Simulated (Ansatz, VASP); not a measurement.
**One calculation of BN, two programs**

Contents of INCAR:

```
ALGO     = Normal         # electronic algorithm
EDIFF    = 1E-6           # SCF threshold, eV
ENCUT    = 520            # plane-wave cutoff, eV
GGA      = PE             # functional
ISIF     = 2              # what is computed and relaxed
ISMEAR   = 0              # smearing method
LASPH    = T              # aspherical terms in the spheres
LCHARG   = F              # write CHGCAR
LREAL    = F              # projectors in reciprocal space
LWAVE    = F              # write WAVECAR
NBANDS   = 11             # bands
NELM     = 80             # most SCF steps
PREC     = Accurate       # precision mode
SIGMA    = 0.05           # smearing width, eV
```

The input KPOINTS:

```
k-points
0
Gamma
  12 12 12
```

The input POSCAR:

```
BN
1.0
    0.0000000000      1.8239024912      1.8914264141
    1.8914264141      0.0000000000      1.8914264141
    1.8914264141      1.8239024912      0.0000000000
B N
1 1
Direct
    0.0000000000      0.0000000000      0.0000000000
    0.7500000000      0.7500000000      0.7500000000
```

Input for Ansatz:

```yaml
crystal:
  lattice:
    - [0.0, 1.8239024912, 1.8914264141]
    - [1.8914264141, 0.0, 1.8914264141]
    - [1.8914264141, 1.8239024912, 0.0]
  atoms:
    - { symbol: B, position: [0.0, 0.0, 0.0] }
    - { symbol: "N", position: [0.75, 0.75, 0.75] }
basis:
  ecutwfc: 520.0
kpoints:
  mp_grid: { grid: [12, 12, 12] }
hamiltonian:
  xc: pbe
scf:
  occupations: { method: gaussian, width: 0.05 }
output:
  forces: true
  stress: true
  eigenvalues: true
  write_density: true
  write_potential: true
  elf: true
  volumetric_format: npy
```

Alike in both runs: task single point; functional PBE; k mesh 12 × 12 × 12; occupations gaussian, width 0.05 eV; no spin polarisation.

```csv
,VASP,Ansatz
version,VASP 6.6.1,Ansatz 0.2.0
potentials or method,"VASP PAW PBE potentials, release 64 (B, N), cutoff 520 eV","scalar-relativistic, plane waves, PAW"
valence electrons in the cell,8,8
```

Ansatz gave:

| Item | Value |
| --- | --- |
| gap on the k mesh at the Fermi level (eV) | 3.78 |
| least direct gap on the mesh (eV) | 7.99 |

Question: Estimate VASP's values.

Answer: gap on the k mesh at the Fermi level (eV): 3.78; least direct gap on the mesh (eV): 7.98.
